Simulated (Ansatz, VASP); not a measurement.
## BN: VASP beside Ansatz

POSCAR

```
BN
1.0
    0.0000000000      1.6679609200      1.8130010000
    1.6679609200      0.0000000000      1.8130010000
    1.6679609200      1.6679609200      0.0000000000
B N
1 1
Direct
    0.0000000000      0.0000000000      0.0000000000
    0.7500000000      0.7500000000      0.7500000000
```

The input INCAR.step1:

```
SYSTEM = BN
PREC = Accurate
ENCUT = 520
ISMEAR = 0
SIGMA = 0.05
LREAL = .FALSE.
LASPH = .TRUE.
NELM = 60
NBANDS = 11
GGA = PE
ALGO = Normal
EDIFF = 1E-4
LWAVE = .TRUE.
LCHARG = .FALSE.
```

File INCAR.step2:

```
SYSTEM = BN
PREC = Accurate
ENCUT = 520
EDIFF = 1E-6
ISMEAR = 0
SIGMA = 0.05
LREAL = .FALSE.
LASPH = .TRUE.
NELM = 60
ALGO = Normal
ISIF = 2
LWAVE = .FALSE.
LCHARG = .FALSE.
METAGGA = R2SCAN
LMIXTAU = .TRUE.
NBANDS = 11
ISTART = 1
```

KPOINTS

```
Automatic mesh
0
G
  12 12 12
  0 0 0
```

Input for Ansatz:

```yaml
crystal:
  lattice:
    - [0.0, 1.66796092, 1.813001]
    - [1.66796092, 0.0, 1.813001]
    - [1.66796092, 1.66796092, 0.0]
  atoms:
    - { symbol: B, position: [0.0, 0.0, 0.0] }
    - { symbol: "N", position: [0.75, 0.75, 0.75] }
basis:
  ecutwfc: 500
kpoints:
  mp_grid: { grid: [12, 12, 12] }
hamiltonian:
  xc: r2scan
scf:
  occupations: { method: gaussian, width: 0.05 }
output:
  forces: true
  stress: true
  eigenvalues: true
```

Change from the starting cell: strain -0.080 along x and y, +0.000 along z, atoms carried along.

Alike in both runs: task single point; functional r2SCAN; k mesh 12 × 12 × 12; occupations gaussian, width 0.05 eV; no spin polarisation.

```csv
,VASP,Ansatz
version,VASP 6.6.1,Ansatz 0.2.0
potentials or method,"VASP PAW PBE potentials, release 64 (B, N), cutoff 520 eV","scalar-relativistic, plane waves, PAW"
valence electrons in the cell,8,8
```

Ansatz gave:

| Property | Result |
| --- | --- |
| gap on the k mesh at the Fermi level (eV) | 4.30 |
| least direct gap on the mesh (eV) | 9.86 |
| pressure (GPa) | 79.0 |
| traceless stress, the component that is largest in VASP (GPa) | -47.00 |

Task: Estimate VASP's values.

Result: gap on the k mesh at the Fermi level (eV): 4.27; least direct gap on the mesh (eV): 9.81; pressure (GPa): 80.8; traceless stress, the component that is largest in VASP (GPa): -46.88.

VASP's potentials were made for PBE, not for r2SCAN. Both programs put the cell under a high pressure, so it lies far from rest at this level.

Noted on VASP's run: the cell as given lies far from equilibrium.
